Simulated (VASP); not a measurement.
# Lu (Fd-3m) in VASP: a series of runs

Runs on Lu. Level: PBEsol. Tasks: single point.

Program: VASP 6.6.1. These are calculated values, not measurements. Logs are shortened: lines on timing, memory, paths and dates and some standing lists are left out, and cuts for length are marked.

**1. The cell of the first run**

Symmetry: Fd-3m, No. 227, cubic system. Conventional cell: a = 7.161 Å, b = 7.161 Å, c = 7.161 Å, α = 90.00°, β = 90.00°, γ = 90.00°. Within 4.1 Å of Lu (site symmetry -43m) lie 4 Lu at 3.10 Å.

This isn't the form of Lu at room conditions, which is hcp.

**2. Single point, PBEsol**

File INCAR:

```
SYSTEM = Lu
PREC = Accurate
ENCUT = 520
EDIFF = 1E-7
ISMEAR = -1
SIGMA = 0.05
LREAL = .False.
LASPH = .True.
NELM = 100
ALGO = Normal
ISIF = 2
LWAVE = .False.
LCHARG = .False.
GGA = PS
NBANDS = 32
```

File KPOINTS:

```
regular mesh
0
Gamma
  10 10 10
  0 0 0
```

File POSCAR:

```
Lu
1.0
    0.0000000000      3.5803179427      3.5803179427
    3.5803179427      0.0000000000      3.5803179427
    3.5803179427      3.5803179427      0.0000000000
Lu
2
Direct
   -0.1250000000     -0.1250000000     -0.1250000000
    0.1250000000      0.1250000000      0.1250000000
```

Potentials or basis: VASP PAW PBE potentials, release 64 (Lu).

On the command line:

```sh
$ cat potpaw_PBE.64/Lu/POTCAR > POTCAR
$ mpirun -np 1 vasp_std > vasp.out
```

OUTCAR:

```text
SYSTEM = Lu
   PREC = Accurate
   ENCUT = 520
   EDIFF = 1E-7
   ISMEAR = -1
   LREAL = .False.
   LASPH = .True.
   NELM = 100
   ISIF = 2
   GGA = PS

 ion  position               nearest neighbor table
   1  0.875  0.875  0.875-   2 3.10   2 3.10   2 3.10   2 3.10
   2  0.125  0.125  0.125-   1 3.10   1 3.10   1 3.10   1 3.10

  LATTYP: Found a face centered cubic cell.
 ALAT       =     7.1606358854

  Lattice vectors:

 A1 = (   0.0000000000,   3.5803179427,   3.5803179427)
 A2 = (   3.5803179427,   0.0000000000,   3.5803179427)
 A3 = (   3.5803179427,   3.5803179427,   0.0000000000)

Analysis of symmetry for initial positions (statically):
=====================================================================
 Subroutine PRICEL returns:
 Original cell was already a primitive cell.

 Routine SETGRP: Setting up the symmetry group for a
 face centered cubic supercell.

 Subroutine GETGRP returns: Found 48 space group operations
 (whereof 12 operations were pure point group operations)
 out of a pool of 48 trial point group operations.

The static configuration has the point symmetry D_3d.
 The point group associated with its full space group is O_h .

Analysis of symmetry for dynamics (positions and initial velocities):
=====================================================================
 Subroutine PRICEL returns:
 Original cell was already a primitive cell.

 Routine SETGRP: Setting up the symmetry group for a
 face centered cubic supercell.

 Subroutine GETGRP returns: Found 48 space group operations
 (whereof 12 operations were pure point group operations)
 out of a pool of 48 trial point group operations.

The dynamic configuration has the point symmetry D_3d.
 The point group associated with its full space group is O_h .

 Subroutine INISYM returns: Found 48 space group operations
 (whereof 12 operations are pure point group operations),
 and found     1 'primitive' translations

----------------------------------------------------------------------------------------

                                     Primitive cell

  volume of cell :      91.7899

  direct lattice vectors                    reciprocal lattice vectors
     0.000000000  3.580317943  3.580317943    -0.139652402  0.139652402  0.139652402
     3.580317943  0.000000000  3.580317943     0.139652402 -0.139652402  0.139652402
     3.580317943  3.580317943  0.000000000     0.139652402  0.139652402 -0.139652402

  length of vectors
     5.063334192  5.063334192  5.063334192     0.241885055  0.241885055  0.241885055

  position of ions in fractional coordinates (direct lattice)
     0.875000000  0.875000000  0.875000000
     0.125000000  0.125000000  0.125000000

  ion indices of the primitive-cell ions
   primitive index   ion index
                 1           1
                 2           2

----------------------------------------------------------------------------------------

 KPOINTS: regular mesh

Automatic generation of k-mesh.
 Grid dimensions read from file:
 generate k-points for:   10   10   10

 Generating k-lattice:

  Cartesian coordinates                     Fractional coordinates (reciprocal lattice)
    -0.013965240  0.013965240  0.013965240     0.100000000  0.000000000  0.000000000
     0.013965240 -0.013965240  0.013965240     0.000000000  0.100000000  0.000000000
     0.013965240  0.013965240 -0.013965240     0.000000000  0.000000000  0.100000000

  Length of vectors
     0.024188506  0.024188506  0.024188506

  Shift w.r.t. Gamma in fractional coordinates (k-lattice)
     0.000000000  0.000000000  0.000000000

 Subroutine IBZKPT returns following result:
 ===========================================

 Found     47 irreducible k-points:

 Following reciprocal coordinates:
            Coordinates               Weight
  0.000000  0.000000  0.000000      1.000000
  0.100000  0.000000  0.000000      8.000000
  0.200000  0.000000  0.000000      8.000000
  0.300000  0.000000  0.000000      8.000000
  0.400000  0.000000  0.000000      8.000000
  0.500000  0.000000  0.000000      4.000000
[... 16 lines left out ...]
  0.300000  0.300000  0.000000      6.000000
  0.400000  0.300000  0.000000     24.000000
 [... further k-points ...]
   k-points           NKPTS =     47   k-points in BZ     NKDIM =     47   number of bands    NBANDS=     32
   number of dos      NEDOS =    301   number of ions     NIONS =      2
   total plane-waves  NPLWV =  64000
   dimension x,y,z NGX =    40 NGY =   40 NGZ =   40
   dimension x,y,z NGXF=    80 NGYF=   80 NGZF=   80
   ions per type =               2
   NGX,Y,Z   is equivalent  to a cutoff of  13.13, 13.13, 13.13 a.u.
   NGXF,Y,Z  is equivalent  to a cutoff of  26.27, 26.27, 26.27 a.u.
 SYSTEM =  Lu
   PREC   = accura    normal or accurate (medium, high low for compatibility)
   ISTART =      0    job   : 0-new  1-cont  2-samecut
   ICHARG =      2    charge: 1-file 2-atom 10-const
   ISPIN  =      1    spin polarized calculation?
   LNONCOLLINEAR =      F non collinear calculations
   LSORBIT =      F    spin-orbit coupling
   LASPH  =      T    aspherical Exc in radial PAW
   ENCUT  =  520.0 eV  38.22 Ry    6.18 a.u.   9.41  9.41  9.41*2*pi/ulx,y,z
   NELM   =    100;   NELMIN=  2; NELMDL= -5     # of ELM steps
   EDIFF  = 0.1E-06   stopping-criterion for ELM
   LREAL  =      F    real-space projection
   EDIFFG = 0.1E-05   stopping-criterion for IOM
   NSW    =      0    number of steps for IOM
   IBRION =     -1    ionic relax: 0-MD 1-quasi-New 2-CG
   NFREE  =      0    steps in history (QN), initial steepest desc. (CG)
   ISIF   =      2    stress and relaxation
   ISYM   =      2    0-nonsym 1-usesym 2-fastsym
   POTIM  = 0.5000    time-step for ionic-motion
   TEBEG  =    0.0;   TEEND  =   0.0 temperature during run
   PSTRESS=    0.0 pullay stress
   NELECT =      50.0000    total number of electrons
   NUPDOWN=      -1.0000    fix difference up-down
   EMIN   =  10.00;   EMAX   =-10.00  energy-range for DOS
   EFERMI =   0.00;   METHOD = LEGACY
   ISMEAR =    -1;   SIGMA  =   0.05  broadening in eV -4-tet -1-fermi 0-gaus
   EFERMI_NEDOS =   21; number of points for ismear=-14 and -15
   IALGO  =     38    algorithm
   IMIX   =      4    mixing-type and parameters
     AMIX     =   0.40;   BMIX     =  1.00
     AMIX_MAG =   1.60;   BMIX_MAG =  1.00
  volume/ion in A,a.u.               =      45.89       309.71
  Fermi-wavevector in a.u.,A,eV,Ry     =   1.337006  2.526574 24.321558  1.787584
  Thomas-Fermi vector in A             =   2.465588
   LORBIT       =      0    0 simple, 1 ext, 2 COOP (PROOUT), +10 PAW based schemes
   GGA     = PS    functional components
   LHFCALC =     F    Hartree Fock is set to
   AEXX    =    0.0000 exact exchange contribution
   IVDW    =     0    specifies the selected vdW correction
   LEPSILON=     F    determine dielectric tensor
   LRPA    =     F    only Hartree local field effects (RPA)
 non-spin polarized calculation
  energy-cutoff  :      520.00
  volume of cell :       91.79
 maximum number of plane-waves:      2501
 NGX is ok and might be reduce to    40
   NGX = 19   NGY = 19   NGZ = 19

 number of electron      49.9999999 magnetization

 Free energy of the ion-electron system (eV)
  ---------------------------------------------------
  ext. energy  EPLUGINS =         0.00000000
  ---------------------------------------------------
  free energy    TOTEN  =        -5.69257913 eV

  energy without entropy =       -5.65375757  energy(sigma->0) =       -5.67316835

 E-fermi :   0.1110     XC(G=0):  -8.5783

 val. band max:        0.0995816061   @ k =  -0.2000   0.2000   0.0000
 cond. band min:       0.1149940461   @ k =  -0.2000   0.1000   0.0000
 fundamental gap:      0.0154124399
 Fermi energy:         0.1109932672

 k-point     1 :       0.0000    0.0000    0.0000
  band No.  band energies     occupation
      1     -56.9704      2.00000
      2     -56.8913      2.00000
      3     -27.7507      2.00000
      4     -27.7507      2.00000
      5     -27.7507      2.00000
      6     -27.3918      2.00000
[... 24 lines left out ...]
     31       2.1050      0.00000
     32       5.3883      0.00000

 k-point     2 :       0.1000    0.0000    0.0000
  band No.  band energies     occupation
      1     -56.9689      2.00000
      2     -56.8927      2.00000
      3     -27.7545      2.00000
      4     -27.7545      2.00000
      5     -27.7496      2.00000
      6     -27.3936      2.00000
[... 24 lines left out ...]
     31       2.0986      0.00000
     32       5.3548      0.00000

 k-point     3 :       0.2000    0.0000    0.0000
  band No.  band energies     occupation
      1     -56.9649      2.00000
      2     -56.8968      2.00000
      3     -27.7642      2.00000
      4     -27.7642      2.00000
      5     -27.7467      2.00000
      6     -27.3984      2.00000
[... 24 lines left out ...]
     31       2.1386      0.00000
     32       5.2367      0.00000

 k-point     4 :       0.3000    0.0000    0.0000
  band No.  band energies     occupation
      1     -56.9591      2.00000
      2     -56.9027      2.00000
      3     -27.7754      2.00000
      4     -27.7754      2.00000
      5     -27.7431      2.00000
      6     -27.4042      2.00000
[... 24 lines left out ...]
     31       2.3509      0.00000
     32       5.0033      0.00000

 k-point     5 :       0.4000    0.0000    0.0000
  band No.  band energies     occupation
      1     -56.9533      2.00000
      2     -56.9085      2.00000
      3     -27.7841      2.00000
      4     -27.7841      2.00000
      5     -27.7402      2.00000
      6     -27.4088      2.00000
[... 584 lines left out ...]
     31       2.8087      0.00000
     32       3.7682      0.00000

 k-point    22 :      -0.2000    0.2000    0.0000
  band No.  band energies     occupation
      1     -56.9567      2.00000
      2     -56.9050      2.00000
      3     -27.8011      2.00000
      4     -27.7760      2.00000
      5     -27.7153      2.00000
      6     -27.4317      2.00000
[... 24 lines left out ...]
     31       2.4280      0.00000
     32       4.2905      0.00000

 k-point    23 :       0.3000    0.3000    0.0000
  band No.  band energies     occupation
      1     -56.9541      2.00000
      2     -56.9076      2.00000
      3     -27.8014      2.00000
      4     -27.8014      2.00000
      5     -27.6799      2.00000
      6     -27.4696      2.00000
[... 24 lines left out ...]
     31       2.2490      0.00000
     32       4.0299      0.00000

 k-point    24 :       0.4000    0.3000    0.0000
  band No.  band energies     occupation
      1     -56.9484      2.00000
      2     -56.9134      2.00000
      3     -27.8124      2.00000
      4     -27.8096      2.00000
      5     -27.6581      2.00000
      6     -27.4925      2.00000
[... 24 lines left out ...]
     31       2.5086      0.00000
     32       3.6918      0.00000

 [... further k-points ...]

------------------------ aborting loop because EDIFF is reached ----------------------------------------

  FORCE on cell =-STRESS in cart. coord.  units (eV):
  Direction    XX          YY          ZZ          XY          YZ          ZX
  --------------------------------------------------------------------------------------
  -------------------------------------------------------------------------------------
  Total        0.0115205      0.0115205      0.0115205      0.0000000      0.0000000     -0.0000000
  in kB        0.2010886      0.2010886      0.2010886      0.0000000      0.0000000     -0.0000000
  external PRESSURE =       0.2010886 kB  Pullay stress =       0.0000000 kB

 VOLUME and BASIS-vectors are now :
 -----------------------------------------------------------------------------
  energy-cutoff  :      520.00
  volume of cell :       91.79
      direct lattice vectors                 reciprocal lattice vectors
     0.000000000  3.580317943  3.580317943    -0.139652402  0.139652402  0.139652402
     3.580317943  0.000000000  3.580317943     0.139652402 -0.139652402  0.139652402
     3.580317943  3.580317943  0.000000000     0.139652402  0.139652402 -0.139652402

 POSITION                                       TOTAL-FORCE (eV/Angst)
 -----------------------------------------------------------------------------------
      6.26556      6.26556      6.26556        -0.000000     -0.000000     -0.000000
      0.89508      0.89508      0.89508         0.000000      0.000000      0.000000
 -----------------------------------------------------------------------------------
    total drift:                                0.000000      0.000000     -0.000000

  FREE ENERGIE OF THE ION-ELECTRON SYSTEM (eV)
  ---------------------------------------------------
  free  energy   TOTEN  =        -5.6925791270 eV

  energy  without entropy=       -5.6537575729  energy(sigma->0) =       -5.67316835
```

Run time: 2.2 min. Hardware: 1 thread of Intel Xeon Platinum 8375C at 2.90GHz (Ice Lake), shared host; peak memory 0.3 GiB.

What came out:

```yaml
Free_energy: -5.6926 eV
Pressure: 0.0 GPa
Band_gap_on_the_k_mesh: zero (bands 25 and 26 overlap by 1.32 eV)
```

Levels at points of the mesh, in eV from the Fermi level:
| k point | band 21 | band 22 | band 23 | band 24 | band 25 | band 26 | band 27 | band 28 | band 29 | band 30 |
| --- | --- | --- | --- | --- | --- | --- | --- | --- | --- | --- |
| (0.00, 0.00, 0.00) | -5.68 | -5.67 | -4.58 | 0.34 | 0.34 | 0.52 | 0.52 | 0.52 | 1.99 | 1.99 |
| (0.50, 0.00, 0.00) | -5.68 | -5.68 | -2.86 | -0.92 | 0.26 | 0.26 | 0.29 | 0.72 | 0.72 | 2.78 |
| (0.50, 0.50, 0.00) | -5.69 | -5.69 | -1.40 | -1.40 | -0.64 | -0.64 | 0.88 | 0.88 | 2.38 | 2.38 |

Caveat: the PAW data sets were made with another functional, which shifts forces and pressure a little; spin-orbit coupling is left out, which moves the levels of the heavy elements.

(Part 1 of 2 ends here.)
